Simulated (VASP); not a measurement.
## PtS2: single point with PBE

The system is PtS2.

```
Pt S
1.0
     3.57577    0.00000    0.00000
    -1.78789    3.09671    0.00000
     0.00000    0.00000    6.55570
Pt S
1 2
Direct
  0.00000 0.00000 0.00000
  0.33333 0.66667 0.18764
  0.66667 0.33333 0.81236
```

```json
{
 "Program": "VASP 6.6.1",
 "Task": "single point",
 "Functional": "PBE",
 "Potentials or basis": "VASP PAW PBE potentials, release 64 (Pt, S)",
 "Cutoff": "520 eV",
 "k mesh": "8 × 8 × 4",
 "Occupations": "gaussian, width 0.05 eV",
 "Spin": "non-collinear spin, zero start, spin-orbit coupling",
 "Starting moments": "[[0.0, 0.0, 0.0], [0.0, 0.0, 0.0], [0.0, 0.0, 0.0]] μB"
}
```

The pressure is -0.3 GPa, the largest force is 0.019 eV/Å and the net moment is 0.00 μB per cell. The valence electrons inside the program's atomic spheres are Pt 9.39; S 3.63.

Forces in eV/Å, atoms in the order of the input:
```
Pt   0.000  0.000  0.000
S    0.000  0.000 -0.019
S    0.000  0.000  0.019
```

Stress tensor (GPa, compression positive):
```
-0.35  0.00  0.00
 0.00 -0.35  0.00
 0.00  0.00 -0.17
```

Moments on the atoms (μB; x, y, z):
```
Pt  0.00 0.00 0.00
S   0.00 0.00 0.00
S   0.00 0.00 0.00
```

It took 100 s on 1 thread of Intel(R) Xeon(R) 6975P-C (Granite Rapids) (shared host), peak memory 0.42 GiB.

Caveat: this functional lacks dispersion, which binds layers or chains, so the pressure and a relaxed spacing across them are unreliable.
